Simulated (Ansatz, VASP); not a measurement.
**CuI: VASP beside Ansatz**

POSCAR

```
CuI
1.0
    0.0000000000      2.9081141140      3.1494793147
    2.9081141140      0.0000000000      3.1494793147
    2.9081141140      2.9081141140      0.0000000000
Cu I
1 1
Direct
    0.0000000000      0.0000000000      0.0000000000
    0.2500000000      0.2500000000      0.2500000000
```

Contents of INCAR.step1:

```
SYSTEM = CuI
PREC = Accurate
ENCUT = 520
ISMEAR = 0
SIGMA = 0.01
LREAL = .False.
LASPH = .True.
NELM = 60
NBANDS = 16
GGA = PE
ALGO = Normal
EDIFF = 1E-4
LWAVE = .True.
LCHARG = .False.
```

The input INCAR.step2:

```
SYSTEM = CuI
PREC = Accurate
ENCUT = 520
EDIFF = 1E-6
ISMEAR = 0
SIGMA = 0.01
LREAL = .False.
LASPH = .True.
NELM = 60
ALGO = Normal
ISIF = 2
LWAVE = .False.
LCHARG = .True.
METAGGA = R2SCAN
LMIXTAU = .True.
LELF = .True.
LVHAR = .True.
NBANDS = 16
ISTART = 1
```

Contents of KPOINTS:

```
regular mesh
0
Gamma
  8 8 8
  0 0 0
```

Input for Ansatz:

```yaml
crystal:
  lattice:
    - [0.0, 2.908114114, 3.1494793147]
    - [2.908114114, 0.0, 3.1494793147]
    - [2.908114114, 2.908114114, 0.0]
  atoms:
    - { symbol: Cu, position: [0.0, 0.0, 0.0] }
    - { symbol: I, position: [0.25, 0.25, 0.25] }
kpoints:
  mp_grid: { grid: [8, 8, 8] }
  band_path:
    path:
      - [0.0, 0.0, 0.0]
      - [-0.5, -0.5, 0.0]
      - [-0.375, -0.375, 0.25]
      - [-0.375, 0.0, 0.375]
      - [0.0, 0.0, 0.5]
      - [-0.5, -0.25, 0.25]
    npoints: 1
hamiltonian:
  xc: r2scan
scf:
  occupations: { method: fixed }
  n_extra_bands: 4
output:
  forces: true
  stress: true
  eigenvalues: true
```

Change from the starting cell: epitaxial_xy strain -3.5%.

Alike in both runs: task single point; functional r2SCAN; k mesh 8 × 8 × 8; no spin polarisation.

|  | VASP | Ansatz |
| --- | --- | --- |
| version | VASP 6.6.1 | Ansatz 0.2.0 |
| potentials or method | VASP PAW PBE potentials, release 64 (Cu, I) | plane waves, PAW |
| plane-wave cutoff (eV) | 520 | 500 |
| occupations | gaussian, width 0.01 eV | fixed |
| valence electrons in the cell | 18 | 36 |

```csv
,VASP,Ansatz,Ansatz less VASP
gap on the k mesh at the Fermi level (eV),1.69,1.69,-0.006
pressure (GPa),1.1,1.1,+0.04
"traceless stress, the component that is largest in VASP (GPa)",-1.10,-1.10,+0.006
```

VASP's potentials were made for PBE, not for r2SCAN. VASP's potentials hold 18 valence electrons a cell and Ansatz's 36, so a difference there can come from the potentials and not from the codes.

Spin-orbit coupling is off throughout.
